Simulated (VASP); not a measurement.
# Si3N4 (P6_3/m) in VASP: a series of runs

The runs below take Si3N4 through single point, with PBE.

Everything below comes from runs of VASP 6.6.1. Logs are shortened: lines on timing, memory, paths and dates and some standing lists are left out, and cuts for length are marked.

**1. The cell of the first run**

Symmetry: P6_3/m, No. 176, hexagonal system. The conventional cell has a = 7.742 Å, b = 7.742 Å, c = 2.953 Å, α = 90.00°, β = 90.00°, γ = 120.00°. Within 2.3 Å of Si (site symmetry m) lie 4 N at 1.76 to 1.77 Å. N (site symmetry m) has 3 Si at 1.76 to 1.77 Å within 2.3 Å. N (site symmetry -6) has 3 Si at 1.76 Å within 2.3 Å.

**2. Single point, PBE (10.95 Å³/atom)**

File INCAR:

```
SYSTEM = Si3N4
PREC = Accurate
ENCUT = 520
EDIFF = 1E-7
ISMEAR = 0
SIGMA = 0.02
LREAL = .False.
LASPH = .True.
NELM = 80
ALGO = Normal
ISIF = 2
LWAVE = .False.
LCHARG = .True.
GGA = PE
LELF = .True.
LVHAR = .True.
NBANDS = 45
```

File KPOINTS:

```
regular mesh
0
Gamma
  6 6 8
  0 0 0
```

File POSCAR:

```
Si3N4
1.0
    7.7420308825      0.0000000000      0.0000000000
   -3.8710154413      6.7047954211      0.0000000000
    0.0000000000      0.0000000000      2.9534811738
Si N
6 8
Direct
    0.7705549524      0.1765643638      0.2500000000
    0.5939905885      0.7705549524      0.7500000000
    0.8234356362      0.5939905885      0.2500000000
    0.2294450476      0.8234356362      0.7500000000
    0.4060094115      0.2294450476      0.2500000000
    0.1765643638      0.4060094115      0.7500000000
    0.0323117951      0.3303381736      0.2500000000
    0.7019736216      0.0323117951      0.7500000000
    0.6696618264      0.7019736216      0.2500000000
    0.9676882049      0.6696618264      0.7500000000
    0.2980263784      0.9676882049      0.2500000000
    0.3303381736      0.2980263784      0.7500000000
    0.6666666667      0.3333333333      0.2500000000
    0.3333333333      0.6666666667      0.7500000000
```

Potentials or basis: VASP PAW PBE potentials, release 64 (Si, N).

Started as:

```sh
$ cat potpaw_PBE.64/Si/POTCAR potpaw_PBE.64/N/POTCAR > POTCAR
$ mpirun -np 1 vasp_std > vasp.out
```

OUTCAR:

```text
SYSTEM = Si3N4
   PREC = Accurate
   ENCUT = 520
   EDIFF = 1E-7
   ISMEAR = 0
   LREAL = .False.
   LASPH = .True.
   NELM = 80
   ISIF = 2
   GGA = PE

 ion  position               nearest neighbor table
   1  0.771  0.177  0.250-  13 1.76   7 1.76   8 1.77   8 1.77   3 3.05   5 3.05   2 3.10   2 3.10
                             6 3.10   6 3.10
   2  0.594  0.771  0.750-  14 1.76   8 1.76   9 1.77   9 1.77   6 3.05   4 3.05   1 3.10   1 3.10
                             3 3.10   3 3.10
   3  0.823  0.594  0.250-  13 1.76   9 1.76  10 1.77  10 1.77   5 3.05   1 3.05   4 3.10   4 3.10
                             2 3.10   2 3.10
   4  0.229  0.823  0.750-  14 1.76  10 1.76  11 1.77  11 1.77   6 3.05   2 3.05   5 3.10   5 3.10
                             3 3.10   3 3.10
   5  0.406  0.229  0.250-  13 1.76  11 1.76  12 1.77  12 1.77   3 3.05   1 3.05   4 3.10   4 3.10
                             6 3.10   6 3.10
   6  0.177  0.406  0.750-  14 1.76  12 1.76   7 1.77   7 1.77   2 3.05   4 3.05   1 3.10   1 3.10
                             5 3.10   5 3.10
   7  0.032  0.330  0.250-   1 1.76   6 1.77   6 1.77
   8  0.702  0.032  0.750-   2 1.76   1 1.77   1 1.77
   9  0.670  0.702  0.250-   3 1.76   2 1.77   2 1.77
  10  0.968  0.670  0.750-   4 1.76   3 1.77   3 1.77
  11  0.298  0.968  0.250-   5 1.76   4 1.77   4 1.77
  12  0.330  0.298  0.750-   6 1.76   5 1.77   5 1.77
  13  0.667  0.333  0.250-   3 1.76   5 1.76   1 1.76
  14  0.333  0.667  0.750-   6 1.76   2 1.76   4 1.76

  LATTYP: Found a hexagonal cell.
 ALAT       =     7.7420308825
 C/A-ratio  =     0.3814866175

  Lattice vectors:

 A1 = (   7.7420308825,   0.0000000000,   0.0000000000)
 A2 = (  -3.8710154413,   6.7047954211,   0.0000000000)
 A3 = (   0.0000000000,   0.0000000000,   2.9534811738)

Analysis of symmetry for initial positions (statically):
=====================================================================
 Subroutine PRICEL returns:
 Original cell was already a primitive cell.

 Routine SETGRP: Setting up the symmetry group for a
 hexagonal supercell.

 Subroutine GETGRP returns: Found 12 space group operations
 (whereof  6 operations were pure point group operations)
 out of a pool of 24 trial point group operations.

The static configuration has the point symmetry S_6 .
 The point group associated with its full space group is C_6h.

Analysis of symmetry for dynamics (positions and initial velocities):
=====================================================================
 Subroutine PRICEL returns:
 Original cell was already a primitive cell.

 Routine SETGRP: Setting up the symmetry group for a
 hexagonal supercell.

 Subroutine GETGRP returns: Found 12 space group operations
 (whereof  6 operations were pure point group operations)
 out of a pool of 24 trial point group operations.

The dynamic configuration has the point symmetry S_6 .
 The point group associated with its full space group is C_6h.

 Subroutine INISYM returns: Found 12 space group operations
 (whereof  6 operations are pure point group operations),
 and found     1 'primitive' translations

----------------------------------------------------------------------------------------

                                     Primitive cell

  volume of cell :     153.3115

  direct lattice vectors                    reciprocal lattice vectors
     7.742030882  0.000000000  0.000000000     0.129165075  0.074573491  0.000000000
    -3.871015441  6.704795421  0.000000000     0.000000000  0.149146982  0.000000000
     0.000000000  0.000000000  2.953481174     0.000000000  0.000000000  0.338583502

  length of vectors
     7.742030882  7.742030883  2.953481174     0.149146982  0.149146982  0.338583502

  position of ions in fractional coordinates (direct lattice)
     0.770554952  0.176564364  0.250000000
     0.593990588  0.770554952  0.750000000
     0.823435636  0.593990588  0.250000000
     0.229445048  0.823435636  0.750000000
     0.406009412  0.229445048  0.250000000
     0.176564364  0.406009412  0.750000000
     0.032311795  0.330338174  0.250000000
     0.701973622  0.032311795  0.750000000
     0.669661826  0.701973622  0.250000000
     0.967688205  0.669661826  0.750000000
     0.298026378  0.967688205  0.250000000
     0.330338174  0.298026378  0.750000000
     0.666666667  0.333333333  0.250000000
     0.333333333  0.666666667  0.750000000

  ion indices of the primitive-cell ions
   primitive index   ion index
                 1           1
                 2           2
                 3           3
                 4           4
                 5           5
                 6           6
                 7           7
                 8           8
                 9           9
                10          10
                11          11
                12          12
                13          13
                14          14

[... 78 lines left out ...]
  Fermi-wavevector in a.u.,A,eV,Ry     =   1.223517  2.312112 20.367832  1.496993
  Thomas-Fermi vector in A             =   2.358625
   LORBIT       =      0    0 simple, 1 ext, 2 COOP (PROOUT), +10 PAW based schemes
   GGA     = PE    functional components
   LHFCALC =     F    Hartree Fock is set to
   AEXX    =    0.0000 exact exchange contribution
   IVDW    =     0    specifies the selected vdW correction
   LEPSILON=     F    determine dielectric tensor
   LRPA    =     F    only Hartree local field effects (RPA)
 non-spin polarized calculation
 Gauss-broadening in eV      SIGMA  =   0.02
  energy-cutoff  :      520.00
  volume of cell :      153.31
 maximum number of plane-waves:      4170
 NGX is ok and might be reduce to    60
   NGX = 29   NGY = 29   NGZ = 11

 number of electron      63.9999997 magnetization

 Free energy of the ion-electron system (eV)
  ---------------------------------------------------
  ext. energy  EPLUGINS =         0.00000000
  ---------------------------------------------------
  free energy    TOTEN  =      -114.44684529 eV

  energy without entropy =     -114.44684529  energy(sigma->0) =     -114.44684529

 E-fermi :   6.3440     XC(G=0): -10.5767

 val. band max:        6.2189630930   @ k =   0.0000   0.0000   0.1250
 cond. band min:      10.3811127909   @ k =   0.0000   0.0000   0.0000
 fundamental gap:      4.1621496979
 Fermi energy:         6.3440391698

 k-point     1 :       0.0000    0.0000    0.0000
  band No.  band energies     occupation
      1     -11.6191      2.00000
      2     -10.2586      2.00000
      3     -10.2586      2.00000
      4      -9.6426      2.00000
      5      -9.4924      2.00000
      6      -9.4924      2.00000
[... 36 lines left out ...]
     43      14.6466      0.00000
     44      15.3739      0.00000

 k-point     2 :       0.1667    0.0000    0.0000
  band No.  band energies     occupation
      1     -11.5619      2.00000
      2     -10.4020      2.00000
      3     -10.3034      2.00000
      4      -9.8885      2.00000
      5      -9.4006      2.00000
      6      -9.1221      2.00000
[... 36 lines left out ...]
     43      14.5612      0.00000
     44      15.0539      0.00000

 k-point     3 :       0.3333   -0.0000    0.0000
  band No.  band energies     occupation
      1     -11.3948      2.00000
      2     -10.7515      2.00000
      3     -10.3756      2.00000
      4      -9.9837      2.00000
      5      -9.2155      2.00000
      6      -8.7730      2.00000
[... 976 lines left out ...]
     43      14.1043      0.00000
     44      14.3775      0.00000

 k-point    24 :       0.3333    0.3333    0.2500
  band No.  band energies     occupation
      1     -10.3670      2.00000
      2     -10.3670      2.00000
      3     -10.1701      2.00000
      4      -9.0040      2.00000
      5      -9.0040      2.00000
      6      -8.2831      2.00000
[... 36 lines left out ...]
     43      14.1967      0.00000
     44      14.1967      0.00000

 [... further k-points ...]

 [bands above 44 left out]

------------------------ aborting loop because EDIFF is reached ----------------------------------------

  FORCE on cell =-STRESS in cart. coord.  units (eV):
  Direction    XX          YY          ZZ          XY          YZ          ZX
  --------------------------------------------------------------------------------------
  -------------------------------------------------------------------------------------
  Total       -6.4666845     -6.4666845     -6.5447922     -0.0000001      0.0000000      0.0000000
  in kB      -67.5799110    -67.5799110    -68.3961740     -0.0000007      0.0000000      0.0000000
  external PRESSURE =     -67.8519987 kB  Pullay stress =       0.0000000 kB

 VOLUME and BASIS-vectors are now :
 -----------------------------------------------------------------------------
  energy-cutoff  :      520.00
  volume of cell :      153.31
      direct lattice vectors                 reciprocal lattice vectors
     7.742030882  0.000000000  0.000000000     0.129165075  0.074573491  0.000000000
    -3.871015441  6.704795421  0.000000000     0.000000000  0.149146982  0.000000000
     0.000000000  0.000000000  2.953481174     0.000000000  0.000000000  0.338583502

 POSITION                                       TOTAL-FORCE (eV/Angst)
 -----------------------------------------------------------------------------------
      5.28218      1.18383      0.73837        -0.003386     -0.004608      0.000000
      1.61586      5.16641      2.21511         0.002298     -0.005237     -0.000000
      4.07572      3.98259      0.73837         0.005684     -0.000628     -0.000000
     -1.41116      5.52097      2.21511         0.003386      0.004608      0.000000
      2.25515      1.53838      0.73837        -0.002298      0.005237      0.000000
     -0.20470      2.72221      2.21511        -0.005684      0.000628      0.000000
     -1.02859      2.21485      0.73837         0.007774      0.002089      0.000000
      5.30962      0.21664      2.21511         0.002078      0.007777     -0.000000
      2.46719      4.70659      0.73837        -0.005697      0.005688     -0.000000
      4.89960      4.48995      2.21511        -0.007774     -0.002089      0.000000
     -1.43861      6.48815      0.73837        -0.002078     -0.007777      0.000000
      1.40382      1.99821      2.21511         0.005697     -0.005688      0.000000
      3.87102      2.23493      0.73837        -0.000000     -0.000000     -0.000000
     -0.00000      4.46986      2.21511        -0.000000      0.000000      0.000000
 -----------------------------------------------------------------------------------
    total drift:                               -0.000001      0.000000     -0.000000

  FREE ENERGIE OF THE ION-ELECTRON SYSTEM (eV)
  ---------------------------------------------------
  free  energy   TOTEN  =      -114.4468452932 eV

  energy  without entropy=     -114.4468452932  energy(sigma->0) =     -114.44684529
```

Wall time 11 min (1 thread of Oxide Virtual Turin-like, shared host); peak memory 0.34 GiB.

What came out:

- Free energy: -114.4468 eV
- Pressure: -6.8 GPa
- Largest force: 0.008 eV/Å
- Band gap on the k mesh: 4.16 eV (least direct gap 4.33 eV)

Forces in eV/Å, atoms in the order of the input:
```
Si  -0.003 -0.005  0.000
Si   0.002 -0.005  0.000
Si   0.006 -0.001  0.000
Si   0.003  0.005  0.000
Si  -0.002  0.005  0.000
Si  -0.006  0.001  0.000
N    0.008  0.002  0.000
N    0.002  0.008  0.000
N   -0.006  0.006  0.000
N   -0.008 -0.002  0.000
N   -0.002 -0.008  0.000
N    0.006 -0.006  0.000
N    0.000  0.000  0.000
N    0.000  0.000  0.000
```

Caveat: the cell stands under tension. A k mesh can miss the band edges.

**3. Single point, PBE (11.27 Å³/atom)**

This run uses another cell than the first one, of 11.27 Å³/atom.

File INCAR:

```
  PREC = Accurate
  ENCUT = 520
  EDIFF = 1E-7
  ISMEAR = 0
  SIGMA = 0.02
  LREAL = F
  LASPH = T
  NELM = 60
  ALGO = Normal
  ISIF = 2
  LWAVE = F
  LCHARG = F
  GGA = PE
  NBANDS = 45
```

File KPOINTS:

```
Automatic mesh
0
Gamma
  6 6 8
```

File POSCAR:

```
Si3N4
1.0
    7.8195094735      0.0000000000      0.0000000000
   -3.9097547367      6.7718938492      0.0000000000
    0.0000000000      0.0000000000      2.9795702265
Si N
6 8
Direct
    0.7716851186      0.1776954527      0.2500000000
    0.5939896659      0.7716851186      0.7500000000
    0.8223045473      0.5939896659      0.2500000000
    0.2283148814      0.8223045473      0.7500000000
    0.4060103341      0.2283148814      0.2500000000
    0.1776954527      0.4060103341      0.7500000000
    0.0334469702      0.3306487369      0.2500000000
    0.7027982333      0.0334469702      0.7500000000
    0.6693512631      0.7027982333      0.2500000000
    0.9665530298      0.6693512631      0.7500000000
    0.2972017667      0.9665530298      0.2500000000
    0.3306487369      0.2972017667      0.7500000000
    0.6666666667      0.3333333333      0.2500000000
    0.3333333333      0.6666666667      0.7500000000
```

Potentials or basis: VASP PAW PBE potentials, release 64 (Si, N).

Started as:

```sh
$ cat potpaw_PBE.64/Si/POTCAR potpaw_PBE.64/N/POTCAR > POTCAR
$ mpirun -np 1 vasp_std > vasp.out
```

It took 9.3 min on 1 thread of Oxide Virtual Turin-like, shared host; peak memory 0.36 GiB.

Results (log left out):

| Property | Result |
| --- | --- |
| Free energy | -114.1805 eV |
| Pressure | -12.4 GPa |
| Largest force | 0.009 eV/Å |
| Band gap on the k mesh | 4.04 eV (least direct gap 4.20 eV) |

Forces on the atoms (eV/Å):
```
Si   0.009  0.001  0.000
Si   0.004  0.008  0.000
Si  -0.005  0.008  0.000
Si  -0.009 -0.001  0.000
Si  -0.004 -0.008  0.000
Si   0.005 -0.008  0.000
N    0.007 -0.003  0.000
N    0.006  0.004  0.000
N    0.000  0.008  0.000
N   -0.007  0.003  0.000
N   -0.006 -0.004  0.000
N    0.000 -0.008  0.000
N    0.000  0.000  0.000
N    0.000  0.000  0.000
```

Levels at points of the mesh, in eV from the valence-band top:
```
           k point  band 29  band 30  band 31  band 32  band 33  band 34  band 35  band 36
(0.00, 0.00, 0.00)    -1.18    -0.39    -0.39    -0.16     4.04     4.07     4.47     4.47
(0.50, 0.00, 0.00)    -1.23    -0.73    -0.28    -0.21     4.19     4.36     4.54     4.80
(0.00, 0.00, 0.50)    -1.47    -1.47    -1.16    -1.16     4.45     4.45     4.45     4.45
(0.50, 0.00, 0.50)    -1.36    -1.36    -0.93    -0.93     4.40     4.40     5.48     5.48
```

Caveat: the cell stands under tension.

**4. Single point, PBE (11.70 Å³/atom)**

This run uses another cell than the first one, of 11.70 Å³/atom.

File INCAR:

```
SYSTEM = Si3N4
PREC = Accurate
ENCUT = 520
EDIFF = 1E-6
ISMEAR = 0
SIGMA = 0.02
LREAL = .FALSE.
LASPH = .TRUE.
NELM = 60
ALGO = Normal
ISIF = 2
LWAVE = .FALSE.
LCHARG = .FALSE.
GGA = PE
NBANDS = 45
```

File KPOINTS:

```
Automatic mesh
0
G
  6 6 8
  0 0 0
```

File POSCAR:

```
Si3N4
1.0
    7.9188946359      0.0000000000      0.0000000000
   -3.9594473179      6.8579639246      0.0000000000
    0.0000000000      0.0000000000      3.0148821259
Si N
6 8
Direct
    0.7734675619      0.1793578439      0.2500000000
    0.5941097180      0.7734675619      0.7500000000
    0.8206421561      0.5941097180      0.2500000000
    0.2265324381      0.8206421561      0.7500000000
    0.4058902820      0.2265324381      0.2500000000
    0.1793578439      0.4058902820      0.7500000000
    0.0352421029      0.3309856126      0.2500000000
    0.7042564903      0.0352421029      0.7500000000
    0.6690143874      0.7042564903      0.2500000000
    0.9647578971      0.6690143874      0.7500000000
    0.2957435097      0.9647578971      0.2500000000
    0.3309856126      0.2957435097      0.7500000000
    0.6666666667      0.3333333333      0.2500000000
    0.3333333333      0.6666666667      0.7500000000
```

Started as:

```sh
$ cat potpaw_PBE.64/Si/POTCAR potpaw_PBE.64/N/POTCAR > POTCAR
$ mpirun -np 1 vasp_std > vasp.out
```

It took 9.3 min on 1 thread of Oxide Virtual Turin-like, shared host; peak memory 0.36 GiB.

Results (log left out):

| Property | Result |
| --- | --- |
| Free energy | -113.6026 eV |
| Pressure | -18.7 GPa |
| Largest force | 0.011 eV/Å |
| Band gap on the k mesh | 3.63 eV (least direct gap 3.78 eV) |

Forces in eV/Å, atoms in the order of the input:
```
Si   0.011  0.002  0.000
Si   0.003  0.010  0.000
Si  -0.007  0.008  0.000
Si  -0.011 -0.002  0.000
Si  -0.003 -0.010  0.000
Si   0.007 -0.008  0.000
N   -0.006 -0.006  0.000
N    0.002 -0.008  0.000
N    0.008 -0.002  0.000
N    0.006  0.006  0.000
N   -0.002  0.008  0.000
N   -0.008  0.002  0.000
N    0.000  0.000  0.000
N    0.000  0.000  0.000
```

Levels at points of the mesh, in eV from the valence-band top:
```csv
k point,band 28,band 29,band 30,band 31,band 32,band 33,band 34,band 35,band 36,band 37
"(0.00, 0.00, 0.00)",-1.13,-1.13,-0.40,-0.36,-0.15,3.63,3.93,4.27,4.27,4.40
"(0.50, 0.00, 0.00)",-1.52,-1.18,-0.71,-0.26,-0.20,3.96,4.18,4.37,4.53,5.04
"(0.00, 0.00, 0.50)",-1.41,-1.41,-1.41,-1.09,-1.09,4.31,4.31,4.31,4.31,6.64
"(0.50, 0.00, 0.50)",-1.61,-1.31,-1.31,-0.87,-0.87,4.19,4.19,5.27,5.27,5.73
```

Caveat: the cell stands under tension.

**5. Summary**

| cell | gap on the mesh (eV) | pressure (GPa) | largest force (eV/Å) |
| --- | --- | --- | --- |
| a = 7.742, b = 7.742, c = 2.953 Å, angles 90.0, 90.0, 120.0°, 14 atoms, atomic positions A | 4.16 | -6.8 | 0.01 |
| a = 7.820, b = 7.820, c = 2.980 Å, angles 90.0, 90.0, 120.0°, 14 atoms, atomic positions B | 4.04 | -12.4 | 0.01 |
| a = 7.919, b = 7.919, c = 3.015 Å, angles 90.0, 90.0, 120.0°, 14 atoms, atomic positions C | 3.63 | -18.7 | 0.01 |

Alike in all rows: task single point; level PBE; potentials or basis VASP PAW PBE potentials, release 64 (Si, N); no spin polarisation; k mesh 6 × 6 × 8; cutoff (eV) 520; smearing gaussian 0.02 eV.

Caveats: the cell stands under tension.

Absolute energies hang on the potentials; compare differences alone.
